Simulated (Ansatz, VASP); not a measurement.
**One calculation of Hf2TaN3, two programs**

```
Hf Ta N
1.0
     4.64522    0.00000    0.00000
    -2.32261    4.02288    0.00000
     0.00000    0.00000    4.18623
Hf Ta N
2 1 3
Cartesian
  0.0000 2.6819 2.0931
  2.3226 1.3410 2.0931
  0.0000 0.0000 0.0000
  0.0000 2.6819 0.0000
  2.3226 1.3410 0.0000
  0.0000 0.0000 2.0931
```

Alike in both runs: functional PBE; k mesh 6 × 6 × 4; occupations gaussian, width 0.1 eV; no spin polarisation.

Ansatz relaxed the structure, and its values are those at the end. VASP's run is a single point on that final structure, the one shown.

|  | VASP | Ansatz |
| --- | --- | --- |
| version | VASP 6.6.1 | Ansatz 0.2.0 |
| potentials or method | VASP PAW PBE potentials, release 64 (Hf_pv, Ta_pv, N), cutoff 520 eV | scalar-relativistic, plane waves, PAW |
| valence electrons in the cell | 46 | 80 |

Ansatz gave:

```
gap on the k mesh at the Fermi level (eV) : none
pressure (GPa)                            : 0.0
```

Question: Estimate VASP's values.

Answer: gap on the k mesh at the Fermi level (eV): none; pressure (GPa): -0.5.

A gap of «none» marks a metal or a gap that the smearing closes. VASP's potentials hold 46 valence electrons a cell and Ansatz's 80, so a difference there can come from the potentials and not from the codes.

The k mesh is coarse, so the values compare programs but aren't converged. Neither program's run includes spin-orbit coupling.
